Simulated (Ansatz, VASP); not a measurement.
# CaCr2IrO6: VASP beside Ansatz

File POSCAR:

```
CaCr2IrO6
1.0
    0.0000000000      3.7470390000      3.7470390000
    3.7470390000      0.0000000000      3.7470390000
    3.7470390000      3.7470390000      0.0000000000
Ir O Cr Ca
1 6 2 1
Direct
    0.5000000000      0.5000000000      0.5000000000
    0.7326000000      0.2674000000      0.2674000000
    0.2674000000      0.7326000000      0.2674000000
    0.2674000000      0.7326000000      0.7326000000
    0.7326000000      0.2674000000      0.7326000000
    0.2674000000      0.2674000000      0.7326000000
    0.7326000000      0.7326000000      0.2674000000
    0.2500000000      0.2500000000      0.2500000000
    0.7500000000      0.7500000000      0.7500000000
    0.0000000000      0.0000000000      0.0000000000
```

Contents of INCAR.step1:

```
SYSTEM = CaCr2IrO6
PREC = Accurate ; ENCUT = 520
ISMEAR = -1 ; SIGMA = 0.046
LREAL = .False. ; LASPH = .True.
NELM = 100 ; NBANDS = 50
GGA = PE ; ALGO = Normal
EDIFF = 1E-4 ; LWAVE = .True.
LCHARG = .False.
```

The input INCAR.step2:

```
SYSTEM = CaCr2IrO6
PREC = Accurate ; ENCUT = 520
EDIFF = 1E-6 ; ISMEAR = -1
SIGMA = 0.046 ; LREAL = .False.
LASPH = .True. ; NELM = 100
ALGO = Normal ; ISIF = 2
LWAVE = .False. ; LCHARG = .False.
METAGGA = R2SCAN ; LMIXTAU = .True.
NBANDS = 50 ; ISTART = 1
```

KPOINTS

```
regular mesh
0
Gamma
  8 8 8
  0 0 0
```

Input for Ansatz:

```yaml
crystal:
  lattice:
    - [0.0, 3.747039, 3.747039]
    - [3.747039, 0.0, 3.747039]
    - [3.747039, 3.747039, 0.0]
  atoms:
    - { symbol: Ir, position: [0.5, 0.5, 0.5] }
    - { symbol: O, position: [0.7326, 0.2674, 0.2674] }
    - { symbol: O, position: [0.2674, 0.7326, 0.2674] }
    - { symbol: O, position: [0.2674, 0.7326, 0.7326] }
    - { symbol: O, position: [0.7326, 0.2674, 0.7326] }
    - { symbol: O, position: [0.2674, 0.2674, 0.7326] }
    - { symbol: O, position: [0.7326, 0.7326, 0.2674] }
    - { symbol: Cr, position: [0.25, 0.25, 0.25] }
    - { symbol: Cr, position: [0.75, 0.75, 0.75] }
    - { symbol: Ca, position: [0.0, 0.0, 0.0] }
  symmetry: { tolerance: 0.0003 }
kpoints:
  mp_grid: { grid: [8, 8, 8], shift: [0, 0, 0] }
  band_path:
    path:
      - [0.0, 0.0, 0.0]
      - [0.5, 0.0, 0.5]
      - [0.625, 0.25, 0.625]
      - [0.375, 0.375, 0.75]
      - [0.0, 0.0, 0.0]
      - [0.5, 0.5, 0.5]
      - [0.5, 0.25, 0.75]
      - [0.5, 0.0, 0.5]
    npoints: 8
magnetization:
  spin_polarized: false
scf:
  occupations: { method: fermi_dirac, width: 0.046 }
  lower_state_search: "off"
  max_iter: 200
hamiltonian:
  pseudopotentials: { kind: paw }
  xc: r2scan
basis:
  ecutwfc: 500
  fft_grid_basis: typed
output:
  forces: true
  stress: true
  eigenvalues: true
  bader: true
  populations: true
  elf: true
  write_potential: true
  volumetric_format: npy
  dos:
    e_range: [-12, 8]
    de: 0.05
    projected: { site_lists: { Ca: [Ca], Cr: [Cr], Ir: [Ir], O: [O] } }
checkpoint:
  read: saved_state
```

Alike in both runs: task single point; functional r2SCAN; k mesh 8 × 8 × 8; occupations fermi-dirac, width 0.046 eV; no spin polarisation.

|  | VASP | Ansatz |
| --- | --- | --- |
| version | VASP 6.6.1 | Ansatz 0.2.0 |
| potentials or method | VASP PAW PBE potentials, release 64 (Ir, O, Cr_pv, Ca_sv), cutoff 520 eV | PAW plane waves |
| valence electrons in the cell | 79 | 91 |

|  | VASP | Ansatz | Ansatz less VASP |
| --- | --- | --- | --- |
| rms of the force components (eV/Å) | 2.034 | 1.846 | -0.1877 |

VASP's potentials were made for PBE, not for r2SCAN. Atom by atom the forces differ by 0.188 eV/Å (rms over components). With one functional, cell and mesh, what is left measures potentials, basis and numerics. VASP's potentials hold 79 valence electrons a cell and Ansatz's 91, so a difference there can come from the potentials and not from the codes.

Spin-orbit coupling is off throughout.
